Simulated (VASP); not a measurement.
# Rh (Pm-3m) in VASP: notebook

Runs on Rh. Level: r2SCAN. Tasks: single point, relaxation of cell and atoms.

Everything below comes from runs of VASP 6.6.1. Logs are shortened: lines on timing, memory, paths and dates and some standing lists are left out, and cuts for length are marked.

### Step 1. The cell of the first run

Symmetry: Pm-3m, No. 221, cubic system. Conventional cell: a = 2.445 Å, b = 2.445 Å, c = 2.445 Å, α = 90.00°, β = 90.00°, γ = 90.00°. Rh (site symmetry m-3m) has 6 Rh at 2.44 Å within 3.2 Å.

This isn't the form of Rh at room conditions, which is fcc.

### Step 2. Single point, r2SCAN (14.62 Å³/atom)

File POSCAR:

```
Rh
1.0
    2.4449528716      0.0000000000      0.0000000000
    0.0000000000      2.4449528716      0.0000000000
    0.0000000000      0.0000000000      2.4449528716
Rh
1
Direct
    0.0000000000      0.0000000000      0.0000000000
```

File INCAR.step1:

```
SYSTEM = Rh
  ALGO = Normal
  EDIFF = 1E-5
  ENCUT = 680
  GGA = PE
  GGA_COMPAT = .False.
  ISMEAR = -1
  LASPH = .True.
  LCHARG = .False.
  LREAL = .False.
  LWAVE = .True.
  NBANDS = 14
  NELM = 120
  PREC = Accurate
  SIGMA = 0.1
```

File INCAR.step2:

```
SYSTEM = Rh
  ALGO = Normal
  EDIFF = 1E-6
  ENCUT = 680
  GGA_COMPAT = .False.
  ISIF = 2
  ISMEAR = -1
  ISTART = 1
  LASPH = .True.
  LCHARG = .False.
  LMIXTAU = .True.
  LREAL = .False.
  LWAVE = .False.
  METAGGA = R2SCAN
  NBANDS = 14
  NELM = 120
  PREC = Accurate
  SIGMA = 0.1
```

File KPOINTS:

```
k-points
0
Gamma
  14 14 14
  0 0 0
```

Potentials or basis: VASP PAW PBE potentials, release 64 (Rh_sv_GW).

Started as:

```console
$ cat potpaw_PBE.64/Rh_sv_GW/POTCAR > POTCAR
$ cp INCAR.step1 INCAR
$ mpirun -np 1 vasp_std > vasp.out
$ cp INCAR.step2 INCAR
$ mpirun -np 1 vasp_std > vasp.out
```

OUTCAR:

```text
SYSTEM = Rh
   EDIFF = 1E-6
   ENCUT = 680
   ISIF = 2
   ISMEAR = -1
   ISTART = 1
   LASPH = .True.
   LREAL = .False.
   METAGGA = R2SCAN
   NELM = 120
   PREC = Accurate

 ion  position               nearest neighbor table
   1  0.000  0.000  0.000-

  LATTYP: Found a simple cubic cell.
 ALAT       =     2.4449528716

  Lattice vectors:

 A1 = (   2.4449528716,   0.0000000000,   0.0000000000)
 A2 = (   0.0000000000,   2.4449528716,   0.0000000000)
 A3 = (   0.0000000000,   0.0000000000,   2.4449528716)

Analysis of symmetry for initial positions (statically):
=====================================================================
 Subroutine PRICEL returns:
 Original cell was already a primitive cell.

 Routine SETGRP: Setting up the symmetry group for a
 simple cubic supercell.

 Subroutine GETGRP returns: Found 48 space group operations
 (whereof 48 operations were pure point group operations)
 out of a pool of 48 trial point group operations.

The static configuration has the point symmetry O_h .

Analysis of symmetry for dynamics (positions and initial velocities):
=====================================================================
 Subroutine PRICEL returns:
 Original cell was already a primitive cell.

 Routine SETGRP: Setting up the symmetry group for a
 simple cubic supercell.

 Subroutine GETGRP returns: Found 48 space group operations
 (whereof 48 operations were pure point group operations)
 out of a pool of 48 trial point group operations.

The dynamic configuration has the point symmetry O_h .

 Subroutine INISYM returns: Found 48 space group operations
 (whereof 48 operations are pure point group operations),
 and found     1 'primitive' translations

----------------------------------------------------------------------------------------

                                     Primitive cell

  volume of cell :      14.6154

  direct lattice vectors                    reciprocal lattice vectors
     2.444952872  0.000000000  0.000000000     0.409005839  0.000000000  0.000000000
     0.000000000  2.444952872  0.000000000     0.000000000  0.409005839  0.000000000
     0.000000000  0.000000000  2.444952872     0.000000000  0.000000000  0.409005839

  length of vectors
     2.444952872  2.444952872  2.444952872     0.409005839  0.409005839  0.409005839

  position of ions in fractional coordinates (direct lattice)
     0.000000000  0.000000000  0.000000000

  ion indices of the primitive-cell ions
   primitive index   ion index
                 1           1

----------------------------------------------------------------------------------------

 KPOINTS: k-points

Automatic generation of k-mesh.
 Grid dimensions read from file:
 generate k-points for:   14   14   14

 Generating k-lattice:

  Cartesian coordinates                     Fractional coordinates (reciprocal lattice)
     0.029214703  0.000000000  0.000000000     0.071428571  0.000000000  0.000000000
     0.000000000  0.029214703  0.000000000     0.000000000  0.071428571  0.000000000
     0.000000000  0.000000000  0.029214703     0.000000000  0.000000000  0.071428571

  Length of vectors
     0.029214703  0.029214703  0.029214703

  Shift w.r.t. Gamma in fractional coordinates (k-lattice)
     0.000000000  0.000000000  0.000000000

 Subroutine IBZKPT returns following result:
 ===========================================

 Found    120 irreducible k-points:

 Following reciprocal coordinates:
            Coordinates               Weight
  0.000000  0.000000  0.000000      1.000000
  0.071429  0.000000  0.000000      6.000000
  0.142857  0.000000  0.000000      6.000000
  0.214286  0.000000  0.000000      6.000000
  0.285714  0.000000  0.000000      6.000000
  0.357143  0.000000  0.000000      6.000000
[... 16 lines left out ...]
  0.285714  0.214286  0.000000     24.000000
  0.357143  0.214286  0.000000     24.000000
 [... further k-points ...]
   k-points           NKPTS =    120   k-points in BZ     NKDIM =    120   number of bands    NBANDS=     14
   number of dos      NEDOS =    301   number of ions     NIONS =      1
   total plane-waves  NPLWV =  13824
   dimension x,y,z NGX =    24 NGY =   24 NGZ =   24
   dimension x,y,z NGXF=    48 NGYF=   48 NGZF=   48
   ions per type =               1
   NGX,Y,Z   is equivalent  to a cutoff of  16.32, 16.32, 16.32 a.u.
   NGXF,Y,Z  is equivalent  to a cutoff of  32.64, 32.64, 32.64 a.u.
 SYSTEM =  Rh
   PREC   = accura    normal or accurate (medium, high low for compatibility)
   ISTART =      1    job   : 0-new  1-cont  2-samecut
   ICHARG =      0    charge: 1-file 2-atom 10-const
   ISPIN  =      1    spin polarized calculation?
   LNONCOLLINEAR =      F non collinear calculations
   LSORBIT =      F    spin-orbit coupling
   LASPH  =      T    aspherical Exc in radial PAW
   ENCUT  =  680.0 eV  49.98 Ry    7.07 a.u.   5.20  5.20  5.20*2*pi/ulx,y,z
   NELM   =    120;   NELMIN=  2; NELMDL=  0     # of ELM steps
   EDIFF  = 0.1E-05   stopping-criterion for ELM
   LREAL  =      F    real-space projection
   EDIFFG = 0.1E-04   stopping-criterion for IOM
   NSW    =      0    number of steps for IOM
   IBRION =     -1    ionic relax: 0-MD 1-quasi-New 2-CG
   NFREE  =      0    steps in history (QN), initial steepest desc. (CG)
   ISIF   =      2    stress and relaxation
   ISYM   =      2    0-nonsym 1-usesym 2-fastsym
   POTIM  = 0.5000    time-step for ionic-motion
   TEBEG  =    0.0;   TEEND  =   0.0 temperature during run
   PSTRESS=    0.0 pullay stress
   NELECT =      17.0000    total number of electrons
   NUPDOWN=      -1.0000    fix difference up-down
   EMIN   =  10.00;   EMAX   =-10.00  energy-range for DOS
   EFERMI =   0.00;   METHOD = LEGACY
   ISMEAR =    -1;   SIGMA  =   0.10  broadening in eV -4-tet -1-fermi 0-gaus
   EFERMI_NEDOS =   21; number of points for ismear=-14 and -15
   IALGO  =     38    algorithm
   IMIX   =      4    mixing-type and parameters
     AMIX     =   0.40;   BMIX     =  1.00
     AMIX_MAG =   1.60;   BMIX_MAG =  1.00
  volume/ion in A,a.u.               =      14.62        98.63
  Fermi-wavevector in a.u.,A,eV,Ry     =   1.721686  3.253515 40.330432  2.964203
  Thomas-Fermi vector in A             =   2.797892
   LORBIT       =      0    0 simple, 1 ext, 2 COOP (PROOUT), +10 PAW based schemes
   METAGGA = R2SCAN    functional components
   LHFCALC =     F    Hartree Fock is set to
   AEXX    =    0.0000 exact exchange contribution
   IVDW    =     0    specifies the selected vdW correction
   LEPSILON=     F    determine dielectric tensor
   LRPA    =     F    only Hartree local field effects (RPA)
 non-spin polarized calculation
  energy-cutoff  :      680.00
  volume of cell :       14.62
 maximum number of plane-waves:       624
 NGX is ok and might be reduce to    24
   NGX = 11   NGY = 11   NGZ = 11

 number of electron      17.0000000 magnetization

 Free energy of the ion-electron system (eV)
  ---------------------------------------------------
  ext. energy  EPLUGINS =         0.00000000
  ---------------------------------------------------
  free energy    TOTEN  =       -22.44667077 eV

  energy without entropy =      -22.40272637  energy(sigma->0) =      -22.42469857

 E-fermi :   9.8817     XC(G=0): -14.5000

 val. band max:        9.8785597168   @ k =   0.5000   0.2143   0.0714
 cond. band min:       9.9038749922   @ k =   0.2857   0.2143   0.0000
 fundamental gap:      0.0253152754
 Fermi energy:         9.8816721863

 k-point     1 :       0.0000    0.0000    0.0000
  band No.  band energies     occupation
      1     -71.1609      2.00000
      2     -37.6939      2.00000
      3     -37.6939      2.00000
      4     -37.6939      2.00000
      5       2.3757      2.00000
      6       3.7426      2.00000
      7       3.7426      2.00000
      8      10.7894      0.00023
      9      10.7894      0.00023
     10      10.7894      0.00023
     11      28.2039      0.00000
     12      28.2039      0.00000
     13      28.2039      0.00000
     14      36.5047      0.00000

 k-point     2 :       0.0714    0.0000    0.0000
  band No.  band energies     occupation
      1     -71.1544      2.00000
      2     -37.7481      2.00000
      3     -37.6893      2.00000
      4     -37.6893      2.00000
      5       2.5403      2.00000
      6       3.7772      2.00000
      7       3.9110      2.00000
      8      10.6326      0.00110
      9      10.6326      0.00110
     10      10.8015      0.00020
     11      27.1819      0.00000
     12      28.5009      0.00000
     13      28.5009      0.00000
     14      35.4311      0.00000

 k-point     3 :       0.1429    0.0000    0.0000
  band No.  band energies     occupation
      1     -71.1362      2.00000
      2     -37.8987      2.00000
      3     -37.6765      2.00000
      4     -37.6765      2.00000
      5       2.9543      2.00000
      6       3.8754      2.00000
      7       4.4625      2.00000
      8      10.2143      0.06935
      9      10.2143      0.06935
     10      10.8357      0.00014
     11      25.0742      0.00000
     12      29.3282      0.00000
     13      29.3282      0.00000
     14      33.5716      0.00000
[... 324 lines left out ...]
 k-point    23 :       0.2857    0.2143    0.0000
  band No.  band energies     occupation
      1     -71.0300      2.00000
      2     -38.3003      2.00000
      3     -38.0451      2.00000
      4     -37.6023      2.00000
      5       4.4669      2.00000
      6       5.4869      2.00000
      7       6.7200      2.00000
      8       9.2215      1.99729
      9       9.2367      1.99684
     10       9.9039      0.88944
     11      21.9816      0.00000
     12      25.7743      0.00000
     13      31.3616      0.00000
     14      34.3230      0.00000

 k-point    24 :       0.3571    0.2143    0.0000
  band No.  band energies     occupation
      1     -71.0036      2.00000
      2     -38.5032      2.00000
      3     -38.0232      2.00000
      4     -37.5839      2.00000
      5       4.7238      2.00000
      6       5.4489      2.00000
      7       6.9941      2.00000
      8       8.7883      1.99996
      9       9.9690      0.58930
     10      10.5057      0.00389
     11      19.9310      0.00000
     12      26.7975      0.00000
     13      30.6687      0.00000
     14      35.2636      0.00000

 [... further k-points ...]
[... 5 lines left out ...]
  --------------------------------------------------------------------------------------
  -------------------------------------------------------------------------------------
  Total        1.8804555      1.8804555      1.8804555      0.0000000      0.0000000     -0.0000000
  in kB      206.1399492    206.1399492    206.1399492      0.0000000      0.0000000     -0.0000000
  external PRESSURE =     206.1399492 kB  Pullay stress =       0.0000000 kB

 VOLUME and BASIS-vectors are now :
 -----------------------------------------------------------------------------
  energy-cutoff  :      680.00
  volume of cell :       14.62
      direct lattice vectors                 reciprocal lattice vectors
     2.444952872  0.000000000  0.000000000     0.409005839  0.000000000  0.000000000
     0.000000000  2.444952872  0.000000000     0.000000000  0.409005839  0.000000000
     0.000000000  0.000000000  2.444952872     0.000000000  0.000000000  0.409005839

 POSITION                                       TOTAL-FORCE (eV/Angst)
 -----------------------------------------------------------------------------------
      0.00000      0.00000      0.00000         0.000000      0.000000      0.000000
 -----------------------------------------------------------------------------------
    total drift:                               -0.000000     -0.000000     -0.000000

  FREE ENERGIE OF THE ION-ELECTRON SYSTEM (eV)
  ---------------------------------------------------
  free  energy   TOTEN  =       -22.4466707673 eV

  energy  without entropy=      -22.4027263663  energy(sigma->0) =      -22.42469857
```

It took 1.7 min on 1 thread of AMD EPYC 9R45 (Zen 5), shared host; peak memory 0.16 GiB.

Results:

```
Free energy            : -22.4467 eV
Pressure               : 20.6 GPa
Band gap on the k mesh : zero (an odd number of electrons rules out a gap without spin polarisation)
```

Caveat: the cell stands under pressure; the PAW data sets were made with another functional, which shifts forces and pressure a little.

[end of part 1 of 3]

The gap in the log of VASP goes by the Fermi energy; the results here count the filled bands.